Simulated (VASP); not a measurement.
# AlN (F-43m) in VASP: a series of runs

AlN is run at these levels: PBEsol; tasks: vibrations by perturbation theory.

Program: VASP 6.6.1. These are calculated values, not measurements. Logs are shortened: lines on timing, memory, paths and dates and some standing lists are left out, and cuts for length are marked.

### 1 The cell of the first run

The structure is cubic, space group F-43m (No. 216). Conventional cell: a = 4.283 Å, b = 4.283 Å, c = 4.283 Å, α = 90.00°, β = 90.00°, γ = 90.00°. Within 2.5 Å of Al (site symmetry -43m) lie 4 N at 1.85 Å. Within 2.5 Å of N (site symmetry -43m) lie 4 Al at 1.85 Å.

### 2 Vibrations by perturbation theory, PBEsol

INCAR

```
ALGO = Normal
EDIFF = 1E-8
ENCUT = 520
GGA = PS
IBRION = 8
ISIF = 2
ISMEAR = 0
LASPH = True
LCHARG = False
LREAL = False
LWAVE = False
NELM = 60
NSW = 1
PREC = Accurate
SIGMA = 0.01
```

KPOINTS

```
k-points
0
Gamma
  10 10 10
```

POSCAR

```
AlN
1.0
    2.1412842644      2.1412842644      0.0000000000
   -2.1412842644      2.1412842644      0.0000000000
    0.0000000000      2.1412842644      2.1412842644
Al N
1 1
Direct
    0.0000000000      0.0000000000      0.0000000000
    0.2500000000      0.7500000000      0.5000000000
```

Potentials or basis: VASP PAW PBE potentials, release 64 (Al, N).

Command:

```bash
$ cat potpaw_PBE.64/Al/POTCAR potpaw_PBE.64/N/POTCAR > POTCAR
$ mpirun -np 1 vasp_std > vasp.out
```

OUTCAR:

```text
EDIFF = 1E-8
   ENCUT = 520
   GGA = PS
   IBRION = 8
   ISIF = 2
   ISMEAR = 0
   LASPH = True
   LREAL = False
   NELM = 60
   NSW = 1
   PREC = Accurate

 ion  position               nearest neighbor table
   1  0.000  0.000  0.000-   2 1.85   2 1.85   2 1.85   2 1.85
   2  0.250  0.750  0.500-   1 1.85   1 1.85   1 1.85   1 1.85

  LATTYP: Found a face centered cubic cell.
 ALAT       =     4.2825685288

  Lattice vectors:

 A1 = (   0.0000000000,   2.1412842644,   2.1412842644)
 A2 = (   2.1412842644,   0.0000000000,   2.1412842644)
 A3 = (   2.1412842644,   2.1412842644,   0.0000000000)

Analysis of symmetry for initial positions (statically):
=====================================================================
 Subroutine PRICEL returns:
 Original cell was already a primitive cell.

 Routine SETGRP: Setting up the symmetry group for a
 face centered cubic supercell.

 Subroutine GETGRP returns: Found 24 space group operations
 (whereof 24 operations were pure point group operations)
 out of a pool of 48 trial point group operations.

The static configuration has the point symmetry T_d .

Analysis of symmetry for dynamics (positions and initial velocities):
=====================================================================
 Subroutine PRICEL returns:
 Original cell was already a primitive cell.

 Routine SETGRP: Setting up the symmetry group for a
 face centered cubic supercell.

 Subroutine GETGRP returns: Found 24 space group operations
 (whereof 24 operations were pure point group operations)
 out of a pool of 48 trial point group operations.

The dynamic configuration has the point symmetry T_d .

 Subroutine INISYM returns: Found 24 space group operations
 (whereof 24 operations are pure point group operations),
 and found     1 'primitive' translations

----------------------------------------------------------------------------------------

                                     Primitive cell

  volume of cell :      19.6360

  direct lattice vectors                    reciprocal lattice vectors
     2.141284264  2.141284264  0.000000000     0.233504728  0.233504728 -0.233504728
    -2.141284264  2.141284264  0.000000000    -0.233504728  0.233504728 -0.233504728
     0.000000000  2.141284264  2.141284264     0.000000000  0.000000000  0.467009456

  length of vectors
     3.028233248  3.028233248  3.028233248     0.404442053  0.404442053  0.467009456

  position of ions in fractional coordinates (direct lattice)
     0.000000000  0.000000000  0.000000000
     0.250000000  0.750000000  0.500000000

  ion indices of the primitive-cell ions
   primitive index   ion index
                 1           1
                 2           2

----------------------------------------------------------------------------------------

 KPOINTS: k-points

Automatic generation of k-mesh.
 Grid dimensions read from file:
 generate k-points for:   10   10   10

 Generating k-lattice:

  Cartesian coordinates                     Fractional coordinates (reciprocal lattice)
     0.023350473  0.023350473 -0.023350473     0.100000000  0.000000000  0.000000000
    -0.023350473  0.023350473 -0.023350473     0.000000000  0.100000000  0.000000000
     0.000000000  0.000000000  0.046700946     0.000000000  0.000000000  0.100000000

  Length of vectors
     0.040444205  0.040444205  0.046700946

  Shift w.r.t. Gamma in fractional coordinates (k-lattice)
     0.000000000  0.000000000  0.000000000

 Subroutine IBZKPT returns following result:
 ===========================================

 Found     47 irreducible k-points:

 Following reciprocal coordinates:
            Coordinates               Weight
  0.000000  0.000000  0.000000      1.000000
  0.100000  0.000000  0.000000      8.000000
  0.200000  0.000000  0.000000      8.000000
  0.300000  0.000000  0.000000      8.000000
  0.400000  0.000000  0.000000      8.000000
  0.500000  0.000000  0.000000      4.000000
[... 16 lines left out ...]
  0.300000  0.300000  0.000000     12.000000
  0.400000  0.300000  0.000000     24.000000
 [... further k-points ...]
   k-points           NKPTS =     47   k-points in BZ     NKDIM =     47   number of bands    NBANDS=      8
   number of dos      NEDOS =    301   number of ions     NIONS =      2
   total plane-waves  NPLWV =  13824
   dimension x,y,z NGX =    24 NGY =   24 NGZ =   24
   dimension x,y,z NGXF=    48 NGYF=   48 NGZF=   48
   ions per type =               1   1
   NGX,Y,Z   is equivalent  to a cutoff of  13.18, 13.18, 13.18 a.u.
   NGXF,Y,Z  is equivalent  to a cutoff of  26.35, 26.35, 26.35 a.u.
 SYSTEM =  unknown system
   PREC   = accura    normal or accurate (medium, high low for compatibility)
   ISTART =      0    job   : 0-new  1-cont  2-samecut
   ICHARG =      2    charge: 1-file 2-atom 10-const
   ISPIN  =      1    spin polarized calculation?
   LNONCOLLINEAR =      F non collinear calculations
   LSORBIT =      F    spin-orbit coupling
   LASPH  =      T    aspherical Exc in radial PAW
   ENCUT  =  520.0 eV  38.22 Ry    6.18 a.u.   5.63  5.63  5.63*2*pi/ulx,y,z
   NELM   =     60;   NELMIN=  2; NELMDL= -5     # of ELM steps
   EDIFF  = 0.1E-07   stopping-criterion for ELM
   LREAL  =      F    real-space projection
   EDIFFG = 0.1E-06   stopping-criterion for IOM
   NSW    =      1    number of steps for IOM
   IBRION =      8    ionic relax: 0-MD 1-quasi-New 2-CG
   NFREE  =      0    steps in history (QN), initial steepest desc. (CG)
   ISIF   =      2    stress and relaxation
   ISYM   =      2    0-nonsym 1-usesym 2-fastsym
   POTIM  = 0.5000    time-step for ionic-motion
   TEBEG  =    0.0;   TEEND  =   0.0 temperature during run
   PSTRESS=    0.0 pullay stress
   NELECT =       8.0000    total number of electrons
   NUPDOWN=      -1.0000    fix difference up-down
   EMIN   =  10.00;   EMAX   =-10.00  energy-range for DOS
   EFERMI =   0.00;   METHOD = LEGACY
   ISMEAR =     0;   SIGMA  =   0.01  broadening in eV -4-tet -1-fermi 0-gaus
   EFERMI_NEDOS =   21; number of points for ismear=-14 and -15
   IALGO  =     38    algorithm
   IMIX   =      4    mixing-type and parameters
     AMIX     =   0.40;   BMIX     =  1.00
     AMIX_MAG =   1.60;   BMIX_MAG =  1.00
  volume/ion in A,a.u.               =       9.82        66.26
  Fermi-wavevector in a.u.,A,eV,Ry     =   1.213632  2.293433 20.040071  1.472904
  Thomas-Fermi vector in A             =   2.349078
   LORBIT       =      0    0 simple, 1 ext, 2 COOP (PROOUT), +10 PAW based schemes
   GGA     = PS    functional components
   LHFCALC =     F    Hartree Fock is set to
   AEXX    =    0.0000 exact exchange contribution
   IVDW    =     0    specifies the selected vdW correction
   LEPSILON=     F    determine dielectric tensor
   LRPA    =     F    only Hartree local field effects (RPA)
 non-spin polarized calculation
 Gauss-broadening in eV      SIGMA  =   0.01
  energy-cutoff  :      520.00
  volume of cell :       19.64
 maximum number of plane-waves:       544
   NGX = 11   NGY = 11   NGZ = 11

--------------------------------------- Ionic step        1  -------------------------------------------

 number of electron       7.9999998 magnetization

 Free energy of the ion-electron system (eV)
  ---------------------------------------------------
  ext. energy  EPLUGINS =         0.00000000
  ---------------------------------------------------
  free energy    TOTEN  =       -15.55093741 eV

  energy without entropy =      -15.55093741  energy(sigma->0) =      -15.55093741

 E-fermi :   6.5435     XC(G=0): -11.3911

 val. band max:        6.4511193010   @ k =   0.0000   0.0000   0.0000
 cond. band min:       9.6633067891   @ k =   0.5000   0.5000   0.0000
 fundamental gap:      3.2121874882
 Fermi energy:         6.5435166683

 k-point     1 :       0.0000    0.0000    0.0000
  band No.  band energies     occupation
      1      -8.8608      2.00000
      2       6.4511      2.00000
      3       6.4511      2.00000
      4       6.4511      2.00000
      5      11.1166      0.00000
      6      19.5123      0.00000
      7      19.5123      0.00000
      8      19.5123      0.00000
[... 243 lines left out ...]
 k-point    24 :       0.4000    0.3000    0.0000
  band No.  band energies     occupation
      1      -6.0220      2.00000
      2       1.6754      2.00000
      3       2.9558      2.00000
      4       5.2193      2.00000
      5      12.2868      0.00000
      6      16.9498      0.00000
      7      19.7797      0.00000
      8      20.4230      0.00000

 [... further k-points ...]

------------------------ aborting loop because EDIFF is reached ----------------------------------------

  FORCE on cell =-STRESS in cart. coord.  units (eV):
  Direction    XX          YY          ZZ          XY          YZ          ZX
  --------------------------------------------------------------------------------------
  -------------------------------------------------------------------------------------
  Total        1.8517920      1.8517920      1.8517920     -0.0000000     -0.0000000      0.0000000
  in kB      151.0949032    151.0949032    151.0949032     -0.0000000     -0.0000000      0.0000000
  external PRESSURE =     151.0949032 kB  Pullay stress =       0.0000000 kB

 VOLUME and BASIS-vectors are now :
 -----------------------------------------------------------------------------
  energy-cutoff  :      520.00
  volume of cell :       19.64
      direct lattice vectors                 reciprocal lattice vectors
     2.141284264  2.141284264  0.000000000     0.233504728  0.233504728 -0.233504728
    -2.141284264  2.141284264  0.000000000    -0.233504728  0.233504728 -0.233504728
     0.000000000  2.141284264  2.141284264     0.000000000  0.000000000  0.467009456

 POSITION                                       TOTAL-FORCE (eV/Angst)
 -----------------------------------------------------------------------------------
      0.00000      0.00000      0.00000         0.000000      0.000000      0.000000
     -1.07064      3.21193      1.07064        -0.000000     -0.000000      0.000000
 -----------------------------------------------------------------------------------
    total drift:                               -0.000000      0.000000      0.000000

  FREE ENERGIE OF THE ION-ELECTRON SYSTEM (eV)
  ---------------------------------------------------
  free  energy   TOTEN  =       -15.5509374122 eV

  energy  without entropy=      -15.5509374122  energy(sigma->0) =      -15.55093741

[... ionic steps 2 to 3 ...]

--------------------------------------- Ionic step        4  -------------------------------------------

------------------------ aborting loop because EDIFF is reached ----------------------------------------

[... ionic steps 5 to 6 ...]

--------------------------------------- Ionic step        7  -------------------------------------------

 Free energy of the ion-electron system (eV)
  ---------------------------------------------------
  ---------------------------------------------------
  free energy    TOTEN  =        -0.23882805 eV

  energy without entropy =       -0.23882805

------------------------ aborting loop because EDIFF is reached ----------------------------------------

 INTERNAL STRAIN TENSOR  FOR ION    2  DIRECTION 1   (eV/Angst):
 -----------------------------------------------------------------------------
     0.02653  0.00000  0.00000
     0.00000 -0.01274-12.81464
    -0.00000-12.81464 -0.01274

 INTERNAL STRAIN TENSOR FOR ION    2 for displacements in x,y,z  (eV/Angst):
          X           Y           Z          XY          YZ          ZX
  --------------------------------------------------------------------------------
  x     0.00000     0.00000     0.00000    -0.00000   -12.81464     0.00000
  y     0.00000     0.00000     0.00000     0.00000    -0.00000   -12.81464
  z     0.00000     0.00000     0.00000   -12.81464     0.00000     0.00000

 SECOND DERIVATIVES (NOT SYMMETRIZED)
 ------------------------------------
               1X          1Y          1Z          2X          2Y          2Z
  1X   -17.375994    0.000000   -0.000000   17.375994   -0.000000    0.000000
  1Y    -0.000000  -17.375994    0.000000    0.000000   17.375994   -0.000000
  1Z    -0.000000    0.000000  -17.375994    0.000000   -0.000000   17.375994
  2X    17.369650    0.000000    0.000000  -17.369650    0.000000    0.000000
  2Y     0.000000   17.369650    0.000000    0.000000  -17.369650    0.000000
  2Z     0.000000    0.000000   17.369650    0.000000    0.000000  -17.369650

 Eigenvectors and eigenvalues of the dynamical matrix
 ----------------------------------------------------

   1 f  =   21.461564 THz   134.846987 2PiTHz  715.880734 cm-1    88.757859 meV
             X         Y         Z           dx          dy          dz
      0.000000  0.000000  0.000000     0.584568    0.000000   -0.000000
     -1.070642  3.211926  1.070642    -0.811345   -0.000000    0.000000
[... 21 lines left out ...]
   6 f/i=    0.001859 THz     0.011678 2PiTHz    0.061999 cm-1     0.007687 meV
             X         Y         Z           dx          dy          dz
      0.000000  0.000000  0.000000     0.000000   -0.000000    0.811345
     -1.070642  3.211926  1.070642     0.000000    0.000000    0.584568

--------------------------------------------------------------------------------------------------------

 ELASTIC MODULI CONTR FROM IONIC RELAXATION (kBar)
 Direction    XX          YY          ZZ          XY          YZ          ZX
 --------------------------------------------------------------------------------
 XX          -0.0000     -0.0000     -0.0000      0.0000     -0.0000      0.0000
 YY          -0.0000     -0.0000     -0.0000      0.0000      0.0000     -0.0000
 ZZ          -0.0000     -0.0000     -0.0000     -0.0000      0.0000      0.0000
 XY           0.0000      0.0000     -0.0000   -738.2606      0.0000      0.0000
 YZ          -0.0000      0.0000      0.0000      0.0000   -738.2606     -0.0000
 ZX           0.0000     -0.0000      0.0000      0.0000     -0.0000   -738.2606
 --------------------------------------------------------------------------------
```

Run time: 51 s. Hardware: 1 thread of Intel Xeon 8259CL, shared host; peak memory 0.19 GiB.

Results:

| Item | Value |
| --- | --- |
| Highest phonon frequency at Γ, LO-TO splitting left out | 716 cm⁻¹ |

Phonon frequencies in cm⁻¹ (negative: imaginary):
```
              q point        frequencies
(0.000, 0.000, 0.000)  0 0 0 716 716 716
```

Caveat: the cell stands under pressure or tension, which shifts response properties; the PAW data sets were made with another functional, which shifts forces and pressure a little.

(Continued in part 2 of 2.)
